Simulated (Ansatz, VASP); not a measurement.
One calculation of Zr7CoO16, two programs

```
Co Zr O
1.0
    10.28408    0.00000    0.00000
     5.14204    5.20869    0.00000
     4.29560    0.00000    5.24199
Co Zr O
1 7 16
Cartesian
  1.0301 0.2634 0.8542
  6.3762 0.2291 1.1294
  13.7310 2.7849 1.5842
  8.5842 2.8462 1.5066
  13.2938 4.9791 4.1765
  18.4493 4.9857 4.0758
  11.1157 2.3391 3.7262
  5.9837 2.4469 3.7270
  10.4234 1.6306 1.7786
  5.1779 1.7053 1.8611
  15.0376 4.3350 0.7316
  9.8506 4.2653 0.7724
  14.5687 3.5575 3.3991
  9.4032 3.4841 3.3596
  9.8618 0.9227 4.4942
  4.7980 0.8499 4.3910
  12.2016 3.9757 2.5085
  7.0536 4.0041 2.4799
  2.6573 1.2547 0.2196
  7.9373 1.2785 0.1694
  12.8149 1.4240 2.9094
  7.5246 1.3084 2.7915
  11.7981 3.7928 5.1078
  16.9880 3.8411 5.1502
```

Alike in both runs: functional PBEsol; k mesh 3 × 3 × 3; occupations gaussian, width 0.05 eV; collinear spin; Hubbard terms Co d U = 4.0 eV.

Ansatz relaxed the structure, and its values are those at the end. VASP's run is a single point on that final structure, the one shown.

|  | VASP | Ansatz |
| --- | --- | --- |
| version | VASP 6.6.1 | Ansatz 0.2.0 |
| potentials or method | VASP PAW PBE potentials, release 64 (Co, Zr_sv, O), cutoff 600 eV | scalar-relativistic, plane waves, PAW |
| valence electrons in the cell | 189 | 197 |

|  | VASP | Ansatz | Ansatz less VASP |
| --- | --- | --- | --- |
| gap on the k mesh at the Fermi level (eV) | 0.52 | 0.40 | -0.125 |
| least direct gap on the mesh (eV) | 0.57 | 0.40 | -0.174 |
| pressure (GPa) | -3.0 | -3.4 | -0.43 |
| rms of the force components (eV/Å) | 0.140 | 0.011 | -0.1291 |
| net moment per atom (μB) | 0.21 | 0.13 | -0.083 |
| size of the moment on the site where the two differ most (μB) | 3.23 | 2.33 | -0.902 |

VASP's potentials were made for PBE, not for PBEsol. Site moments also hang on the region over which each program counts them. The programs project onto different local orbitals, so the same U acts differently, and such runs can settle in different states. VASP's potentials hold 189 valence electrons a cell and Ansatz's 197, so a difference there can come from the potentials and not from the codes. Ansatz's warnings: filled band counts differ across k points, stress scf threshold loose.
